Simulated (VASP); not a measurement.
# La (C2/c) in VASP: further runs

La is run at these levels: PBEsol; tasks: single point.

Everything below comes from runs of VASP 6.6.1. Logs are shortened: lines on timing, memory, paths and dates and some standing lists are left out, and cuts for length are marked.

## 1. The cell of the first run

Symmetry: C2/c, No. 15, monoclinic system. The conventional cell has a = 3.478 Å, b = 11.419 Å, c = 3.543 Å, α = 90.00°, β = 118.75°, γ = 90.00°. Within 4.4 Å of La (site symmetry 2) lie 14 La at 3.32 to 4.19 Å.

## 2. Single point, PBEsol (30.84 Å³/atom)

The input, INCAR:

```
PREC = Accurate ; ENCUT = 520
EDIFF = 1E-7 ; ISMEAR = -1
SIGMA = 0.1 ; LREAL = F
LASPH = T ; NELM = 60
ALGO = Normal ; ISIF = 2
LWAVE = F ; LCHARG = F
GGA = PS ; NBANDS = 18
```

The input, KPOINTS:

```
Automatic mesh
0
Gamma
  12 12 11
```

The input, POSCAR:

```
La
1.0
   -4.0316438702      4.0429885643      1.7390202431
    4.0429885643     -4.0316438702      1.7390202431
    2.1908362035      2.1908362035     -1.7182424152
La
2
Direct
    0.9980549244      0.0019450756      1.0000000000
    0.7519450756      0.2480549244      0.5000000000
```

Potentials or basis: VASP PAW PBE potentials, release 64 (La).

On the command line:

```console
$ cat potpaw_PBE.64/La/POTCAR > POTCAR
$ mpirun -np 1 vasp_std > vasp.out
```

OUTCAR:

```text
PREC = Accurate
   ENCUT = 520
   EDIFF = 1E-7
   ISMEAR = -1
   LREAL = F
   LASPH = T
   NELM = 60
   ISIF = 2
   GGA = PS

 ion  position               nearest neighbor table
   1  0.998  0.002  0.000-   2 3.32   2 3.32   2 3.41   2 3.41
   2  0.752  0.248  0.500-   1 3.32   1 3.32   1 3.41   1 3.41

  LATTYP: Found a base centered monoclinic cell.
 ALAT       =     3.4780774902
 B/A-ratio  =     3.2832088222
 C/A-ratio  =     1.0186270312
 COS(beta)  =    -0.4809476856

  Lattice vectors:

 A1 = (  -4.0316438702,   4.0429885643,   1.7390202431)
 A2 = (   4.0429885643,  -4.0316438702,   1.7390202431)
 A3 = (   2.1908362035,   2.1908362035,  -1.7182424152)

Analysis of symmetry for initial positions (statically):
=====================================================================
 Subroutine PRICEL returns:
 Original cell was already a primitive cell.

 Routine SETGRP: Setting up the symmetry group for a
 base centered monoclinic supercell.

 Subroutine GETGRP returns: Found  4 space group operations
 (whereof  2 operations were pure point group operations)
 out of a pool of  4 trial point group operations.

The static configuration has the point symmetry C_2 .
 The point group associated with its full space group is C_2h.

Analysis of symmetry for dynamics (positions and initial velocities):
=====================================================================
 Subroutine PRICEL returns:
 Original cell was already a primitive cell.

 Routine SETGRP: Setting up the symmetry group for a
 base centered monoclinic supercell.

 Subroutine GETGRP returns: Found  4 space group operations
 (whereof  2 operations were pure point group operations)
 out of a pool of  4 trial point group operations.

The dynamic configuration has the point symmetry C_2 .
 The point group associated with its full space group is C_2h.

 Subroutine INISYM returns: Found  4 space group operations
 (whereof  2 operations are pure point group operations),
 and found     1 'primitive' translations

----------------------------------------------------------------------------------------

                                     Primitive cell

  volume of cell :      61.6846

  direct lattice vectors                    reciprocal lattice vectors
    -4.031643870  4.042988564  1.739020243     0.050538254  0.174382901  0.286784568
     4.042988564 -4.031643870  1.739020243     0.174382901  0.050538254  0.286784568
     2.190836203  2.190836203 -1.718242415     0.227641011  0.227641011 -0.001485042

  length of vectors
     5.968592819  5.968592819  3.542863748     0.339424365  0.339424365  0.321936431

  position of ions in fractional coordinates (direct lattice)
     0.998054924  0.001945076  0.000000000
     0.751945076  0.248054924  0.500000000

  ion indices of the primitive-cell ions
   primitive index   ion index
                 1           1
                 2           2

----------------------------------------------------------------------------------------

 KPOINTS: Automatic mesh

Automatic generation of k-mesh.
 Grid dimensions read from file:
 generate k-points for:   12   12   11

 Generating k-lattice:

  Cartesian coordinates                     Fractional coordinates (reciprocal lattice)
     0.004211521  0.014531908  0.023898714     0.083333333  0.000000000  0.000000000
     0.014531908  0.004211521  0.023898714     0.000000000  0.083333333  0.000000000
     0.020694637  0.020694637 -0.000135004    -0.000000000 -0.000000000  0.090909091

  Length of vectors
     0.028285364  0.028285364  0.029266948

  Shift w.r.t. Gamma in fractional coordinates (k-lattice)
     0.000000000  0.000000000  0.000000000

 Subroutine IBZKPT returns following result:
 ===========================================

 Found    433 irreducible k-points:

 Following reciprocal coordinates:
            Coordinates               Weight
  0.000000  0.000000  0.000000      1.000000
  0.083333  0.000000  0.000000      4.000000
  0.166667 -0.000000  0.000000      4.000000
  0.250000 -0.000000  0.000000      4.000000
  0.333333 -0.000000  0.000000      4.000000
  0.416667 -0.000000  0.000000      4.000000
[... 16 lines left out ...]
  0.500000  0.166667  0.000000      4.000000
 -0.416667  0.166667 -0.000000      4.000000
 [... further k-points ...]
   k-points           NKPTS =    433   k-points in BZ     NKDIM =    433   number of bands    NBANDS=     18
   number of dos      NEDOS =    301   number of ions     NIONS =      2
   total plane-waves  NPLWV =  64512
   dimension x,y,z NGX =    48 NGY =   48 NGZ =   28
   dimension x,y,z NGXF=    96 NGYF=   96 NGZF=   56
   ions per type =               2
   NGX,Y,Z   is equivalent  to a cutoff of  13.37, 13.37, 13.14 a.u.
   NGXF,Y,Z  is equivalent  to a cutoff of  26.74, 26.74, 26.28 a.u.
 SYSTEM =  unknown system
   PREC   = accura    normal or accurate (medium, high low for compatibility)
   ISTART =      0    job   : 0-new  1-cont  2-samecut
   ICHARG =      2    charge: 1-file 2-atom 10-const
   ISPIN  =      1    spin polarized calculation?
   LNONCOLLINEAR =      F non collinear calculations
   LSORBIT =      F    spin-orbit coupling
   LASPH  =      T    aspherical Exc in radial PAW
   ENCUT  =  520.0 eV  38.22 Ry    6.18 a.u.  11.10 11.10  6.59*2*pi/ulx,y,z
   NELM   =     60;   NELMIN=  2; NELMDL= -5     # of ELM steps
   EDIFF  = 0.1E-06   stopping-criterion for ELM
   LREAL  =      F    real-space projection
   EDIFFG = 0.1E-05   stopping-criterion for IOM
   NSW    =      0    number of steps for IOM
   IBRION =     -1    ionic relax: 0-MD 1-quasi-New 2-CG
   NFREE  =      0    steps in history (QN), initial steepest desc. (CG)
   ISIF   =      2    stress and relaxation
   ISYM   =      2    0-nonsym 1-usesym 2-fastsym
   POTIM  = 0.5000    time-step for ionic-motion
   TEBEG  =    0.0;   TEEND  =   0.0 temperature during run
   PSTRESS=    0.0 pullay stress
   NELECT =      22.0000    total number of electrons
   NUPDOWN=      -1.0000    fix difference up-down
   EMIN   =  10.00;   EMAX   =-10.00  energy-range for DOS
   EFERMI =   0.00;   METHOD = LEGACY
   ISMEAR =    -1;   SIGMA  =   0.10  broadening in eV -4-tet -1-fermi 0-gaus
   EFERMI_NEDOS =   21; number of points for ismear=-14 and -15
   IALGO  =     38    algorithm
   IMIX   =      4    mixing-type and parameters
     AMIX     =   0.40;   BMIX     =  1.00
     AMIX_MAG =   1.60;   BMIX_MAG =  1.00
  volume/ion in A,a.u.               =      30.84       208.13
  Fermi-wavevector in a.u.,A,eV,Ry     =   1.160976  2.193927 18.338836  1.347866
  Thomas-Fermi vector in A             =   2.297553
   LORBIT       =      0    0 simple, 1 ext, 2 COOP (PROOUT), +10 PAW based schemes
   GGA     = PS    functional components
   LHFCALC =     F    Hartree Fock is set to
   AEXX    =    0.0000 exact exchange contribution
   IVDW    =     0    specifies the selected vdW correction
   LEPSILON=     F    determine dielectric tensor
   LRPA    =     F    only Hartree local field effects (RPA)
 non-spin polarized calculation
  energy-cutoff  :      520.00
  volume of cell :       61.68
 maximum number of plane-waves:      1685
 NGX is ok and might be reduce to    48
   NGX = 23   NGY = 23   NGZ = 13

 number of electron      22.0000001 magnetization

 Free energy of the ion-electron system (eV)
  ---------------------------------------------------
  ext. energy  EPLUGINS =         0.00000000
  ---------------------------------------------------
  free energy    TOTEN  =       -10.59618408 eV

  energy without entropy =      -10.49141975  energy(sigma->0) =      -10.54380191

 E-fermi :   9.5843     XC(G=0): -10.4669

 val. band max:        9.5835706755   @ k =  -0.3333   0.5000   0.1818
 cond. band min:       9.5847437500   @ k =  -0.4167   0.5000   0.0909
 fundamental gap:      0.0011730745
 Fermi energy:         9.5842909106

 k-point     1 :       0.0000    0.0000    0.0000
  band No.  band energies     occupation
      1     -23.1007      2.00000
      2     -22.6379      2.00000
      3      -7.9998      2.00000
      4      -5.9642      2.00000
      5      -5.6040      2.00000
      6      -5.5990      2.00000
[... 10 lines left out ...]
     17      11.5788      0.00000
     18      11.7937      0.00000

 k-point     2 :       0.0833    0.0000    0.0000
  band No.  band energies     occupation
      1     -23.0779      2.00000
      2     -22.6273      2.00000
      3      -7.9519      2.00000
      4      -6.0147      2.00000
      5      -5.7530      2.00000
      6      -5.7154      2.00000
[... 10 lines left out ...]
     17      11.6392      0.00000
     18      11.7673      0.00000

 k-point     3 :       0.1667   -0.0000    0.0000
  band No.  band energies     occupation
      1     -23.0144      2.00000
      2     -22.5988      2.00000
      3      -7.8190      2.00000
      4      -6.2460      2.00000
      5      -6.1043      2.00000
      6      -5.9441      2.00000
[... 10 lines left out ...]
     17      11.6654      0.00000
     18      11.7703      0.00000

 k-point     4 :       0.2500   -0.0000    0.0000
  band No.  band energies     occupation
      1     -22.9239      2.00000
      2     -22.5611      2.00000
      3      -7.6377      2.00000
      4      -6.7279      2.00000
      5      -6.4698      2.00000
      6      -6.1015      2.00000
[... 375 lines left out ...]
      4      -7.3193      2.00000
      5      -6.7513      2.00000
      6      -6.2854      2.00000
[... 10 lines left out ...]
     17      11.7774      0.00000
     18      11.8940      0.00000

 k-point    23 :       0.5000    0.1667    0.0000
  band No.  band energies     occupation
      1     -22.7802      2.00000
      2     -22.5774      2.00000
      3      -7.4108      2.00000
      4      -7.1903      2.00000
      5      -6.6266      2.00000
      6      -6.1877      2.00000
[... 10 lines left out ...]
     17      11.7114      0.00000
     18      11.8362      0.00000

 k-point    24 :      -0.4167    0.1667   -0.0000
  band No.  band energies     occupation
      1     -22.8699      2.00000
      2     -22.6205      2.00000
      3      -7.3981      2.00000
      4      -6.8335      2.00000
      5      -6.3604      2.00000
      6      -6.0839      2.00000
[... 10 lines left out ...]
     17      11.7108      0.00000
     18      11.7966      0.00000

 [... further k-points ...]

------------------------ aborting loop because EDIFF is reached ----------------------------------------

  FORCE on cell =-STRESS in cart. coord.  units (eV):
  Direction    XX          YY          ZZ          XY          YZ          ZX
  --------------------------------------------------------------------------------------
  -------------------------------------------------------------------------------------
  Total        1.0182329      1.0182329      1.0618795      0.0987730     -0.0406614     -0.0406614
  in kB       26.4472690     26.4472690     27.5809319      2.5655000     -1.0561267     -1.0561275
  external PRESSURE =      26.8251566 kB  Pullay stress =       0.0000000 kB

 VOLUME and BASIS-vectors are now :
 -----------------------------------------------------------------------------
  energy-cutoff  :      520.00
  volume of cell :       61.68
      direct lattice vectors                 reciprocal lattice vectors
    -4.031643870  4.042988564  1.739020243     0.050538254  0.174382901  0.286784568
     4.042988564 -4.031643870  1.739020243     0.174382901  0.050538254  0.286784568
     2.190836203  2.190836203 -1.718242415     0.227641011  0.227641011 -0.001485042

 POSITION                                       TOTAL-FORCE (eV/Angst)
 -----------------------------------------------------------------------------------
     -4.01594      4.02728      1.73902        -0.019853      0.019853     -0.000000
     -0.93327      3.13545      0.87990         0.019853     -0.019853      0.000000
 -----------------------------------------------------------------------------------
    total drift:                               -0.000000      0.000000      0.000000

  FREE ENERGIE OF THE ION-ELECTRON SYSTEM (eV)
  ---------------------------------------------------
  free  energy   TOTEN  =       -10.5961840751 eV

  energy  without entropy=      -10.4914197501  energy(sigma->0) =      -10.54380191
```

Wall time 8.2 min (1 thread of Intel Xeon 6975P-C (Granite Rapids), shared host); peak memory 0.63 GiB.

Results:

```
Free energy            : -10.5962 eV
Pressure               : 2.7 GPa
Largest force          : 0.028 eV/Å
Band gap on the k mesh : zero (bands 11 and 12 overlap by 1.44 eV)
```

Forces on the atoms (eV/Å):
```
La  -0.020  0.020  0.000
La   0.020 -0.020  0.000
```

Levels at points of the mesh, in eV from the Fermi level:
```tsv
k point	band 7	band 8	band 9	band 10	band 11	band 12	band 13	band 14	band 15	band 16
(0.00, 0.00, 0.00)	-15.07	-14.99	-2.93	-1.87	0.83	1.23	1.37	1.47	1.60	1.65
(0.50, 0.00, 0.00)	-15.61	-15.28	-1.90	-1.65	-1.56	0.60	1.52	1.60	2.00	2.13
(0.50, 0.50, 0.00)	-15.07	-15.04	-1.70	-1.69	0.60	0.90	1.32	1.42	1.65	1.65
```

Caveat: the PAW data sets were made with another functional, which shifts forces and pressure a little; spin-orbit coupling is left out, which moves the levels of the heavy elements.

[end of part 1 of 2]
